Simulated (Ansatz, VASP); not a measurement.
## Al in VASP and in Ansatz

INCAR

```
SYSTEM = Al
PREC = Accurate ; ENCUT = 520
EDIFF = 1E-7 ; ISMEAR = -1
SIGMA = 0.08 ; LREAL = .False.
LASPH = .True. ; NELM = 80
ALGO = Normal ; ISIF = 2
LWAVE = .False. ; LCHARG = .False.
GGA = PE ; NBANDS = 10
```

File KPOINTS:

```
regular mesh
0
Gamma
  15 15 8
  0 0 0
```

Contents of POSCAR:

```
Al
1.0
    2.4821185961      0.0000000000      0.0000000000
   -1.2410592981      2.1495777594      0.0000000000
    0.0000000000      0.0000000000      4.0575336826
Al
2
Direct
    0.3333333333      0.6666666667      0.2500000000
    0.6666666667      0.3333333333      0.7500000000
```

Input for Ansatz:

```yaml
crystal:
  lattice:
    - [2.4821185961, 0.0, 0.0]
    - [-1.2410592981, 2.1495777594, 0.0]
    - [0.0, 0.0, 4.0575336826]
  atoms:
    - { symbol: Al, position: [0.3333333333, 0.6666666667, 0.25] }
    - { symbol: Al, position: [0.6666666667, 0.3333333333, 0.75] }
kpoints:
  mp_grid: { grid: [15, 15, 8] }
scf:
  occupations: { method: fermi_dirac, width: 0.08 }
hamiltonian:
  xc: pbe
  pseudopotentials: { kind: all_electron, lapw: { basis_error: 0.001 } }
output:
  forces: true
  stress: true
  eigenvalues: true
  populations: true
```

Change from the starting cell: volume scaled by 0.65, LAPW.

Alike in both runs: task single point; functional PBE; k mesh 15 × 15 × 8; occupations fermi-dirac, width 0.08 eV; no spin polarisation.

|  | VASP | Ansatz |
| --- | --- | --- |
| version | VASP 6.6.1 | Ansatz 0.2.0 |
| potentials or method | VASP PAW PBE potentials, release 64 (Al), cutoff 520 eV | all-electron LAPW, scalar-relativistic |

```tsv
	VASP	Ansatz	Ansatz less VASP
pressure (GPa)	80.5	80.0	-0.49
traceless stress, the component that is largest in VASP (GPa)	0.05	0.09	+0.044
```

Both programs put the cell under a high pressure, so it lies far from rest at this level. Ansatz ran all-electron here, and VASP with PAW potentials.

Noted on VASP's run: the cell as given lies far from equilibrium.
